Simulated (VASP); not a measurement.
# ZnS (I-4m2) in VASP: a series of runs, part 2 of 2

VASP 6.6.1. Earlier steps stand in the parts before.

**4. Single point, r2SCAN (strain -0.080 along x and y, +0.040 along z)**

The input, POSCAR:

```
ZnS
1.0
    0.0000000000      2.4882780000      2.8128360000
    2.4882780000      0.0000000000      2.8128360000
    2.4882780000      2.4882780000      0.0000000000
Zn S
1 1
Direct
    0.0000000000      0.0000000000      0.0000000000
    0.7500000000      0.7500000000      0.7500000000
```

The input, INCAR.step1:

```
SYSTEM = ZnS
PREC     = Accurate       ! precision mode
ENCUT    = 520            ! plane-wave cutoff, eV
ISMEAR   = 0              ! smearing method
SIGMA    = 0.05           ! smearing width, eV
LREAL    = .FALSE.        ! projectors in reciprocal space
LASPH    = .TRUE.         ! aspherical terms in the spheres
NELM     = 100            ! most SCF steps
NBANDS   = 16             ! bands
GGA      = PE             ! functional
ALGO     = Normal         ! electronic algorithm
EDIFF    = 1E-4           ! SCF threshold, eV
LWAVE    = .TRUE.         ! write WAVECAR
LCHARG   = .FALSE.        ! write CHGCAR
```

The input, INCAR.step2:

```
SYSTEM = ZnS
PREC     = Accurate       ! precision mode
ENCUT    = 520            ! plane-wave cutoff, eV
EDIFF    = 1E-6           ! SCF threshold, eV
ISMEAR   = 0              ! smearing method
SIGMA    = 0.05           ! smearing width, eV
LREAL    = .FALSE.        ! projectors in reciprocal space
LASPH    = .TRUE.         ! aspherical terms in the spheres
NELM     = 100            ! most SCF steps
ALGO     = Normal         ! electronic algorithm
ISIF     = 2              ! what is computed and relaxed
LWAVE    = .FALSE.        ! write WAVECAR
LCHARG   = .TRUE.         ! write CHGCAR
METAGGA  = R2SCAN         ! meta-GGA
LMIXTAU  = .TRUE.       
LELF     = .TRUE.         ! ELF
LVHAR    = .TRUE.       
NBANDS   = 16             ! bands
ISTART   = 1
```

The input, KPOINTS:

```
Automatic mesh
0
G
  8 8 8
  0 0 0
```

Started as:

```bash
$ cat potpaw_PBE.64/Zn/POTCAR potpaw_PBE.64/S/POTCAR > POTCAR
$ cp INCAR.step1 INCAR
$ mpirun -np 1 vasp_std > vasp.out
$ cp INCAR.step2 INCAR
$ mpirun -np 1 vasp_std > vasp.out
```

Run time: 67 s. Hardware: 1 thread of Intel Xeon Platinum 8559C (Emerald Rapids), shared host; peak memory 0.18 GiB.

The run converged. Its results:

```
Free energy            : -18.6732 eV
Pressure               : 11.3 GPa
Band gap on the k mesh : 3.02 eV, indirect (least direct gap 3.02 eV)
```

Stress tensor (GPa, compression positive):
```
13.41  0.00  0.00
 0.00 13.41  0.00
 0.00  0.00  7.08
```

Levels at points of the mesh, in eV from the valence-band top:
```csv
k point,band 5,band 6,band 7,band 8,band 9,band 10,band 11,band 12,band 13,band 14
"(0.00, 0.00, 0.00)",-6.59,-6.53,-0.63,0.00,0.00,3.02,6.67,6.72,6.72,10.74
"(0.50, 0.00, 0.00)",-6.54,-6.40,-6.20,-1.68,-0.83,3.53,6.95,7.78,9.80,13.17
"(0.50, 0.50, 0.00)",-6.47,-6.46,-5.79,-2.42,-2.42,3.88,5.09,11.49,13.70,13.70
"(0.50, 0.00, 0.50)",-6.47,-6.22,-5.01,-3.32,-2.96,3.02,3.85,12.33,12.69,12.90
```

Caveat: the cell differs from its parent crystal (strain -0.080 along x and y, +0.040 along z); the PAW data sets were made with another functional, which shifts forces and pressure a little. A k mesh can miss the band edges.

**5. Single point, r2SCAN (strain -0.080 along x and y, +0.080 along z)**

The input, POSCAR:

```
ZnS
1.0
    0.0000000000      2.4882780000      2.9210220000
    2.4882780000      0.0000000000      2.9210220000
    2.4882780000      2.4882780000      0.0000000000
Zn S
1 1
Direct
    0.0000000000      0.0000000000      0.0000000000
    0.7500000000      0.7500000000      0.7500000000
```

The input, INCAR.step1:

```
PREC = Accurate
ENCUT = 520
ISMEAR = 0
SIGMA = 0.05
LREAL = False
LASPH = True
NELM = 80
NBANDS = 16
GGA = PE
ALGO = Normal
EDIFF = 1E-4
LWAVE = True
LCHARG = False
```

The input, INCAR.step2:

```
PREC = Accurate
ENCUT = 520
EDIFF = 1E-6
ISMEAR = 0
SIGMA = 0.05
LREAL = False
LASPH = True
NELM = 80
ALGO = Normal
ISIF = 2
LWAVE = False
LCHARG = False
METAGGA = R2SCAN
LMIXTAU = True
NBANDS = 16
ISTART = 1
```

The input, KPOINTS:

```
regular mesh
0
Gamma
  8 8 8
```

Started as:

```bash
$ cat potpaw_PBE.64/Zn/POTCAR potpaw_PBE.64/S/POTCAR > POTCAR
$ cp INCAR.step1 INCAR
$ mpirun -np 1 vasp_std > vasp.out
$ cp INCAR.step2 INCAR
$ mpirun -np 1 vasp_std > vasp.out
```

Run time: 83 s. Hardware: 1 thread of Intel Xeon Platinum 8559C (Emerald Rapids), shared host; peak memory 0.18 GiB.

Results (log left out):

```yaml
Free_energy: -18.7039 eV
Pressure: 6.6 GPa
Band_gap_on_the_k_mesh: 2.70 eV, direct
```

Stress tensor (GPa, compression positive):
```
9.65 0.00 0.00
0.00 9.65 0.00
0.00 0.00 0.49
```

Levels at points of the mesh, in eV from the valence-band top:
```
           k point  band 6  band 7  band 8  band 9  band 10  band 11  band 12  band 13
(0.00, 0.00, 0.00)   -6.45   -0.85    0.00    0.00     2.70     6.74     6.78     6.78
(0.50, 0.00, 0.00)   -6.30   -6.01   -1.78   -0.69     3.23     7.02     7.97     9.64
(0.50, 0.50, 0.00)   -6.40   -5.81   -2.15   -2.15     4.10     5.32    10.78    13.40
(0.50, 0.00, 0.50)   -6.14   -4.80   -3.27   -2.85     3.02     3.74    11.56    12.06
```

Caveat: the cell differs from its parent crystal (strain -0.080 along x and y, +0.080 along z); the PAW data sets were made with another functional, which shifts forces and pressure a little.

**6. Single point, r2SCAN (strain +0.000 along x and y, -0.080 along z)**

The input, POSCAR:

```
ZnS
1.0
    0.0000000000      2.7046500000      2.4882780000
    2.7046500000      0.0000000000      2.4882780000
    2.7046500000      2.7046500000      0.0000000000
Zn S
1 1
Direct
    0.0000000000      0.0000000000      0.0000000000
    0.7500000000      0.7500000000      0.7500000000
```

The input, INCAR.step1:

```
SYSTEM = ZnS
PREC = Accurate ; ENCUT = 520
ISMEAR = 0 ; SIGMA = 0.05
LREAL = .FALSE. ; LASPH = .TRUE.
NELM = 100 ; NBANDS = 16
GGA = PE ; ALGO = Normal
EDIFF = 1E-4 ; LWAVE = .TRUE.
LCHARG = .FALSE.
```

The input, INCAR.step2:

```
SYSTEM = ZnS
PREC = Accurate ; ENCUT = 520
EDIFF = 1E-7 ; ISMEAR = 0
SIGMA = 0.05 ; LREAL = .FALSE.
LASPH = .TRUE. ; NELM = 100
ALGO = Normal ; ISIF = 2
LWAVE = .FALSE. ; LCHARG = .TRUE.
METAGGA = R2SCAN ; LMIXTAU = .TRUE.
LELF = .TRUE. ; LVHAR = .TRUE.
NBANDS = 16 ; ISTART = 1
```

The input, KPOINTS:

```
regular mesh
0
G
  8 8 8
  0 0 0
```

Potentials or basis: VASP PAW PBE potentials, release 64 (Zn, S).

Started as:

```bash
$ cat potpaw_PBE.64/Zn/POTCAR potpaw_PBE.64/S/POTCAR > POTCAR
$ cp INCAR.step1 INCAR
$ mpirun -np 1 vasp_std > vasp.out
$ cp INCAR.step2 INCAR
$ mpirun -np 1 vasp_std > vasp.out
```

Wall time 67 s (1 thread of Intel Xeon Platinum 8559C (Emerald Rapids), shared host); peak memory 0.18 GiB.

Results (log left out):

```
Free energy            : -18.7949 eV
Pressure               : 6.4 GPa
Band gap on the k mesh : 2.87 eV, direct
```

Stress tensor (GPa, compression positive):
```
5.54 0.00 0.00
0.00 5.54 0.00
0.00 0.00 8.24
```

Levels at points of the mesh, in eV from the valence-band top:
| k point | band 5 | band 6 | band 7 | band 8 | band 9 | band 10 | band 11 | band 12 | band 13 | band 14 |
| --- | --- | --- | --- | --- | --- | --- | --- | --- | --- | --- |
| (0.00, 0.00, 0.00) | -6.39 | -6.36 | -0.27 | -0.27 | 0.00 | 2.87 | 6.71 | 6.71 | 6.73 | 11.50 |
| (0.50, 0.00, 0.00) | -6.32 | -6.19 | -6.03 | -1.41 | -0.94 | 3.69 | 6.78 | 7.73 | 9.62 | 12.99 |
| (0.50, 0.50, 0.00) | -6.26 | -6.02 | -4.75 | -3.06 | -3.06 | 3.08 | 3.70 | 12.92 | 13.08 | 13.08 |
| (0.50, 0.00, 0.50) | -6.29 | -6.18 | -5.26 | -2.68 | -2.46 | 3.57 | 4.60 | 11.83 | 12.69 | 13.09 |

Caveat: the cell differs from its parent crystal (strain +0.000 along x and y, -0.080 along z); the PAW data sets were made with another functional, which shifts forces and pressure a little. A k mesh can miss the band edges.

**7. Single point, r2SCAN (strain -0.040 along x and y, +0.040 along z)**

The input, POSCAR:

```
ZnS
1.0
    0.0000000000      2.5964640000      2.8128360000
    2.5964640000      0.0000000000      2.8128360000
    2.5964640000      2.5964640000      0.0000000000
Zn S
1 1
Direct
    0.0000000000      0.0000000000      0.0000000000
    0.7500000000      0.7500000000      0.7500000000
```

The input, INCAR.step1:

```
SYSTEM = ZnS
PREC = Accurate
ENCUT = 520
ISMEAR = 0
SIGMA = 0.05
LREAL = .FALSE.
LASPH = .TRUE.
NELM = 100
NBANDS = 16
GGA = PE
ALGO = Normal
EDIFF = 1E-4
LWAVE = .TRUE.
LCHARG = .FALSE.
```

The input, INCAR.step2:

```
SYSTEM = ZnS
PREC = Accurate
ENCUT = 520
EDIFF = 1E-7
ISMEAR = 0
SIGMA = 0.05
LREAL = .FALSE.
LASPH = .TRUE.
NELM = 100
ALGO = Normal
ISIF = 2
LWAVE = .FALSE.
LCHARG = .FALSE.
METAGGA = R2SCAN
LMIXTAU = .TRUE.
NBANDS = 16
ISTART = 1
```

The input, KPOINTS:

```
Automatic mesh
0
G
  8 8 8
  0 0 0
```

Started as:

```bash
$ cat potpaw_PBE.64/Zn/POTCAR potpaw_PBE.64/S/POTCAR > POTCAR
$ cp INCAR.step1 INCAR
$ mpirun -np 1 vasp_std > vasp.out
$ cp INCAR.step2 INCAR
$ mpirun -np 1 vasp_std > vasp.out
```

Run time: 80 s. Hardware: 1 thread of Intel Xeon Platinum 8559C (Emerald Rapids), shared host; peak memory 0.18 GiB.

The run converged. Its results:

```yaml
Free_energy: -18.8328 eV
Pressure: 2.5 GPa
Band_gap_on_the_k_mesh: 2.72 eV, direct
```

Stress tensor (GPa, compression positive):
```
 3.84  0.00  0.00
 0.00  3.84  0.00
 0.00  0.00 -0.23
```

Levels at points of the mesh, in eV from the valence-band top:
```csv
k point,band 7,band 8,band 9,band 10,band 11,band 12
"(0.00, 0.00, 0.00)",-0.35,0.00,0.00,2.72,6.81,6.81
"(0.50, 0.00, 0.00)",-5.72,-1.30,-0.80,3.67,7.06,7.66
"(0.50, 0.50, 0.00)",-5.19,-2.22,-2.22,3.88,4.91,11.29
"(0.50, 0.00, 0.50)",-4.70,-2.76,-2.56,3.39,4.11,12.20
```

Caveat: the cell differs from its parent crystal (strain -0.040 along x and y, +0.040 along z); the PAW data sets were made with another functional, which shifts forces and pressure a little.

**8. The runs side by side**

| cell | gap on the mesh (eV) | pressure (GPa) |
| --- | --- | --- |
| a = 3.675, b = 3.675, c = 3.519 Å, angles 61.4, 61.4, 57.2°, 2 atoms | 3.02 | 17.0 |
| a = 3.596, b = 3.596, c = 3.672 Å, angles 59.3, 59.3, 61.4°, 2 atoms | 3.03 | 17.0 |
| a = 3.755, b = 3.755, c = 3.519 Å, angles 62.1, 62.1, 55.9°, 2 atoms | 3.02 | 11.3 |
| a = 3.837, b = 3.837, c = 3.519 Å, angles 62.7, 62.7, 54.6°, 2 atoms | 2.70 | 6.6 |
| a = 3.675, b = 3.675, c = 3.825 Å, angles 58.6, 58.6, 62.7°, 2 atoms | 2.87 | 6.4 |
| a = 3.828, b = 3.828, c = 3.672 Å, angles 61.3, 61.3, 57.3°, 2 atoms | 2.72 | 2.5 |

Alike in all rows: task single point; level r2SCAN; potentials or basis VASP PAW PBE potentials, release 64 (Zn, S); no spin polarisation; k mesh 8 × 8 × 8; cutoff (eV) 520; smearing gaussian 0.05 eV.

Caveats: the PAW data sets were made with another functional, which shifts forces and pressure a little.

Absolute energies hang on the potentials; compare differences alone.
